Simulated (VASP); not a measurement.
# In2Sb2Cl in VASP: settings compared

In2Sb2Cl is run at these levels: PBE+D3(BJ), PBE+D4; tasks: single point.

Everything below comes from runs of VASP 6.6.1. Logs are shortened: lines on timing, memory, paths and dates and some standing lists are left out, and cuts for length are marked.

## 1. The cell of the first run

The cell holds a slab with vacuum, 5 atoms: a = 4.629 Å, b = 4.629 Å, c = 22.015 Å, α = 90.00°, β = 90.00°, γ = 120.00°.

## 2. Single point, PBE+D3(BJ)

Input file INCAR:

```
SYSTEM = In2Sb2Cl
  PREC = Accurate
  ENCUT = 520
  EDIFF = 1E-6
  ISMEAR = 0
  SIGMA = 0.1
  LREAL = .FALSE.
  LASPH = .TRUE.
  NELM = 80
  ALGO = Normal
  ISIF = 2
  LWAVE = .FALSE.
  LCHARG = .FALSE.
  LDIPOL = .TRUE.
  IDIPOL = 3
  DIPOL = 0.5 0.5 0.342
  GGA = PE
  IVDW = 12
  NBANDS = 30
```

Input file KPOINTS:

```
Automatic mesh
0
G
  6 6 1
  0 0 0
```

Input file POSCAR:

```
In2Sb2Cl
1.0
    4.6293886023      0.0000000000      0.0000000000
   -2.3146943012      4.0091681336      0.0000000000
    0.0000000000      0.0000000000     22.0151773295
Sb In Cl
2 2 1
Direct
    0.0000000000      0.0000000000      0.1816928358
    0.3333333333      0.6666666667      0.3609342971
    0.3333333333      0.6666666667      0.2246164052
    0.6666666667      0.3333333333      0.3958713209
    1.5555555556      0.7777777778      0.5457679105
```

Potentials or basis: VASP PAW PBE potentials, release 64 (Sb, In_d, Cl).

Command:

```bash
> cat potpaw_PBE.64/Sb/POTCAR potpaw_PBE.64/In_d/POTCAR potpaw_PBE.64/Cl/POTCAR > POTCAR
> mpirun -np 1 vasp_std > vasp.out
```

OUTCAR:

```text
SYSTEM = In2Sb2Cl
   PREC = Accurate
   ENCUT = 520
   EDIFF = 1E-6
   ISMEAR = 0
   LREAL = .FALSE.
   LASPH = .TRUE.
   NELM = 80
   ISIF = 2
   GGA = PE
   IVDW = 12
 IVDW          = 12

 ion  position               nearest neighbor table
   1  0.000  0.000  0.182-   3 2.83   3 2.83   3 2.83
   2  0.333  0.667  0.361-   4 2.78   4 2.78   4 2.78   3 3.00
   3  0.333  0.667  0.225-   1 2.83   1 2.83   1 2.83   2 3.00
   4  0.667  0.333  0.396-   2 2.78   2 2.78   2 2.78
   5  0.556  0.778  0.546-

  LATTYP: Found a hexagonal cell.
 ALAT       =     4.6293886023
 C/A-ratio  =     4.7555258849

  Lattice vectors:

 A1 = (   4.6293886023,   0.0000000000,   0.0000000000)
 A2 = (  -2.3146943012,   4.0091681336,   0.0000000000)
 A3 = (   0.0000000000,   0.0000000000,  22.0151773295)

Analysis of symmetry for initial positions (statically):
=====================================================================
 Subroutine PRICEL returns:
 Original cell was already a primitive cell.

 Routine SETGRP: Setting up the symmetry group for a
 hexagonal supercell.

 Subroutine GETGRP returns: Found  2 space group operations
 (whereof  2 operations were pure point group operations)
 out of a pool of 24 trial point group operations.

The static configuration has the point symmetry C_1h.

Analysis of symmetry for dynamics (positions and initial velocities):
=====================================================================
 Subroutine PRICEL returns:
 Original cell was already a primitive cell.

 Routine SETGRP: Setting up the symmetry group for a
 hexagonal supercell.

 Subroutine GETGRP returns: Found  2 space group operations
 (whereof  2 operations were pure point group operations)
 out of a pool of 24 trial point group operations.

The dynamic configuration has the point symmetry C_1h.

 Subroutine INISYM returns: Found  2 space group operations
 (whereof  2 operations are pure point group operations),
 and found     1 'primitive' translations

----------------------------------------------------------------------------------------

                                     Primitive cell

  volume of cell :     408.6016

  direct lattice vectors                    reciprocal lattice vectors
     4.629388602  0.000000000  0.000000000     0.216011246  0.124714151  0.000000000
    -2.314694301  4.009168134  0.000000000     0.000000000  0.249428302  0.000000000
     0.000000000  0.000000000 22.015177329     0.000000000  0.000000000  0.045423209

  length of vectors
     4.629388602  4.629388602 22.015177329     0.249428302  0.249428302  0.045423209

  position of ions in fractional coordinates (direct lattice)
     0.000000000  0.000000000  0.181692836
     0.333333333  0.666666667  0.360934297
     0.333333333  0.666666667  0.224616405
     0.666666667  0.333333333  0.395871321
     0.555555556  0.777777778  0.545767910

  ion indices of the primitive-cell ions
   primitive index   ion index
                 1           1
                 2           2
                 3           3
                 4           4
                 5           5

----------------------------------------------------------------------------------------

 KPOINTS: Automatic mesh

Automatic generation of k-mesh.
 Grid dimensions read from file:
 generate k-points for:    6    6    1

 Generating k-lattice:

  Cartesian coordinates                     Fractional coordinates (reciprocal lattice)
     0.036001874  0.020785692  0.000000000     0.166666667  0.000000000  0.000000000
     0.000000000  0.041571384  0.000000000     0.000000000  0.166666667  0.000000000
     0.000000000  0.000000000  0.045423209     0.000000000  0.000000000  1.000000000

  Length of vectors
     0.041571384  0.041571384  0.045423209

  Shift w.r.t. Gamma in fractional coordinates (k-lattice)
     0.000000000  0.000000000  0.000000000

 Subroutine IBZKPT returns following result:
 ===========================================

 Found     13 irreducible k-points:

 Following reciprocal coordinates:
            Coordinates               Weight
  0.000000  0.000000  0.000000      1.000000
  0.166667  0.000000  0.000000      2.000000
  0.000000  0.166667  0.000000      4.000000
  0.333333 -0.000000  0.000000      2.000000
  0.000000  0.333333  0.000000      4.000000
  0.500000  0.000000  0.000000      1.000000
  0.000000  0.500000  0.000000      2.000000
  0.166667  0.166667  0.000000      4.000000
 -0.166667  0.333333  0.000000      2.000000
  0.333333  0.166667  0.000000      4.000000
 -0.166667  0.500000  0.000000      4.000000
  0.500000  0.333333  0.000000      4.000000
  0.333333  0.333333  0.000000      2.000000
   k-points           NKPTS =     13   k-points in BZ     NKDIM =     13   number of bands    NBANDS=     30
   number of dos      NEDOS =    301   number of ions     NIONS =      5
   total plane-waves  NPLWV = 217728
   dimension x,y,z NGX =    36 NGY =   36 NGZ =  168
   dimension x,y,z NGXF=    72 NGYF=   72 NGZF=  336
   ions per type =               2   2   1
   NGX,Y,Z   is equivalent  to a cutoff of  12.93, 12.93, 12.69 a.u.
   NGXF,Y,Z  is equivalent  to a cutoff of  25.86, 25.86, 25.37 a.u.
 SYSTEM =  In2Sb2Cl
   PREC   = accura    normal or accurate (medium, high low for compatibility)
   ISTART =      0    job   : 0-new  1-cont  2-samecut
   ICHARG =      2    charge: 1-file 2-atom 10-const
   ISPIN  =      1    spin polarized calculation?
   LNONCOLLINEAR =      F non collinear calculations
   LSORBIT =      F    spin-orbit coupling
   LASPH  =      T    aspherical Exc in radial PAW
   ENCUT  =  520.0 eV  38.22 Ry    6.18 a.u.   8.61  8.61 40.93*2*pi/ulx,y,z
   NELM   =     80;   NELMIN=  2; NELMDL= -5     # of ELM steps
   EDIFF  = 0.1E-05   stopping-criterion for ELM
   LREAL  =      F    real-space projection
   EDIFFG = 0.1E-04   stopping-criterion for IOM
   NSW    =      0    number of steps for IOM
   IBRION =     -1    ionic relax: 0-MD 1-quasi-New 2-CG
   NFREE  =      0    steps in history (QN), initial steepest desc. (CG)
   ISIF   =      2    stress and relaxation
   ISYM   =      2    0-nonsym 1-usesym 2-fastsym
   POTIM  = 0.5000    time-step for ionic-motion
   TEBEG  =    0.0;   TEEND  =   0.0 temperature during run
   PSTRESS=    0.0 pullay stress
   NELECT =      43.0000    total number of electrons
   NUPDOWN=      -1.0000    fix difference up-down
   EMIN   =  10.00;   EMAX   =-10.00  energy-range for DOS
   EFERMI =   0.00;   METHOD = LEGACY
   ISMEAR =     0;   SIGMA  =   0.10  broadening in eV -4-tet -1-fermi 0-gaus
   EFERMI_NEDOS =   21; number of points for ismear=-14 and -15
   IALGO  =     38    algorithm
   IMIX   =      4    mixing-type and parameters
     AMIX     =   0.40;   BMIX     =  1.00
     AMIX_MAG =   1.60;   BMIX_MAG =  1.00
  volume/ion in A,a.u.               =      81.72       551.48
  Fermi-wavevector in a.u.,A,eV,Ry     =   0.772914  1.460595  8.128058  0.597395
  Thomas-Fermi vector in A             =   1.874646
   LORBIT       =      0    0 simple, 1 ext, 2 COOP (PROOUT), +10 PAW based schemes
   GGA     = PE    functional components
   LHFCALC =     F    Hartree Fock is set to
   AEXX    =    0.0000 exact exchange contribution
   IVDW    =    12    specifies the selected vdW correction
   LEPSILON=     F    determine dielectric tensor
   LRPA    =     F    only Hartree local field effects (RPA)
 non-spin polarized calculation
 Gauss-broadening in eV      SIGMA  =   0.10
  energy-cutoff  :      520.00
  volume of cell :      408.60
 maximum number of plane-waves:     11067
 NGX is ok and might be reduce to    36
   NGX = 17   NGY = 17   NGZ = 81

 number of electron      43.0000013 magnetization

 dipolmoment           0.000000      0.000000      0.332489 electrons x Angstroem

 Free energy of the ion-electron system (eV)
  ---------------------------------------------------
  ext. energy  EPLUGINS =         0.00000000
  ---------------------------------------------------
  free energy    TOTEN  =       -13.90561930 eV

  energy without entropy =      -13.83575607  energy(sigma->0) =      -13.87068768

 E-fermi :  -2.5680     XC(G=0):  -4.2133

 val. band max:       -2.5726632272   @ k =   0.0000   0.1667   0.0000
 cond. band min:      -2.5597972723   @ k =   0.0000   0.0000   0.0000
 fundamental gap:      0.0128659549
 Fermi energy:        -2.5680440283

 k-point     1 :       0.0000    0.0000    0.0000
  band No.  band energies     occupation
      1     -17.2128      2.00000
      2     -17.1645      2.00000
      3     -17.1615      2.00000
      4     -17.0998      2.00000
      5     -17.0986      2.00000
      6     -16.5998      2.00000
[... 22 lines left out ...]
     29       1.6332      0.00000
     30       2.1305      0.00000

 k-point     2 :       0.1667    0.0000    0.0000
  band No.  band energies     occupation
      1     -17.2112      2.00000
      2     -17.1687      2.00000
      3     -17.1590      2.00000
      4     -17.1017      2.00000
      5     -17.0942      2.00000
      6     -16.5989      2.00000
[... 22 lines left out ...]
     29       2.3855      0.00000
     30       2.4732      0.00000

 k-point     3 :       0.0000    0.1667    0.0000
  band No.  band energies     occupation
      1     -17.2112      2.00000
      2     -17.1669      2.00000
      3     -17.1612      2.00000
      4     -17.1007      2.00000
      5     -17.0949      2.00000
      6     -16.5990      2.00000
[... 319 lines left out ...]
     29       3.2534      0.00000
     30       3.6149      0.00000

 k-point    13 :       0.3333    0.3333    0.0000
  band No.  band energies     occupation
      1     -17.2142      2.00000
      2     -17.1692      2.00000
      3     -17.1585      2.00000
      4     -17.1036      2.00000
      5     -17.0812      2.00000
      6     -16.6051      2.00000
[... 22 lines left out ...]
     29       3.4086      0.00000
     30       3.7817      0.00000

------------------------ aborting loop because EDIFF is reached ----------------------------------------

 vacuum level on the upper side and lower side of the slab       (xc-potential included)         1.438        -1.714

 Edisp (eV)   -0.99748

 E8    (eV) :    -0.4842

  FORCE on cell =-STRESS in cart. coord.  units (eV):
  Direction    XX          YY          ZZ          XY          YZ          ZX
  --------------------------------------------------------------------------------------
  -------------------------------------------------------------------------------------
  Total       0.00281    -0.24836    -3.10976     0.21751     0.06536     0.11320
  in kB       0.01100    -0.97383   -12.19375     0.85289     0.25627     0.44388
  external pressure =       -4.39 kB  Pullay stress =        0.00 kB

 VOLUME and BASIS-vectors are now :
 -----------------------------------------------------------------------------
  energy-cutoff  :      520.00
  volume of cell :      408.60
      direct lattice vectors                 reciprocal lattice vectors
     4.629388602  0.000000000  0.000000000     0.216011246  0.124714151  0.000000000
    -2.314694301  4.009168134  0.000000000     0.000000000  0.249428302  0.000000000
     0.000000000  0.000000000 22.015177329     0.000000000  0.000000000  0.045423209

 POSITION                                       TOTAL-FORCE (eV/Angst)
 -----------------------------------------------------------------------------------
      0.00000      0.00000      4.00000         0.003304      0.001907     -0.073883
     -0.00000      2.67278      7.94603        -0.011458     -0.006615     -0.194525
     -0.00000      2.67278      4.94497        -0.005775     -0.003334      0.277471
      2.31469      1.33639      8.71518        -0.015787     -0.009114      0.760581
      0.77156      3.11824     12.01518         0.029715      0.017156     -0.769645
 -----------------------------------------------------------------------------------
    total drift:                               -0.000359     -0.000208     -0.000897

  FREE ENERGIE OF THE ION-ELECTRON SYSTEM (eV)
  ---------------------------------------------------
  free  energy   TOTEN  =       -14.9030948042 eV

  energy  without entropy=      -14.8332315767  energy(sigma->0) =      -14.86816319

 vacuum level on the upper side and lower side of the slab         5.796         2.567
```

Wall time 5 min (1 thread of Intel Xeon Platinum 8375C at 2.90GHz (Ice Lake), shared host); peak memory 0.61 GiB.

What came out:

```
Free energy                : -14.9031 eV
Largest force              : 0.770 eV/Å
Dispersion energy per atom : -0.199 eV
```

Forces on the atoms (eV/Å):
```
Sb   0.003  0.002 -0.074
Sb  -0.011 -0.007 -0.195
In  -0.006 -0.003  0.277
In  -0.016 -0.009  0.761
Cl   0.030  0.017 -0.770
```

Caveat: spin-orbit coupling is left out, which moves the levels of the heavy elements; an odd number of electrons without spin polarisation forces a metal; a magnetic or distorted state may lie lower.

[end of part 1 of 2]
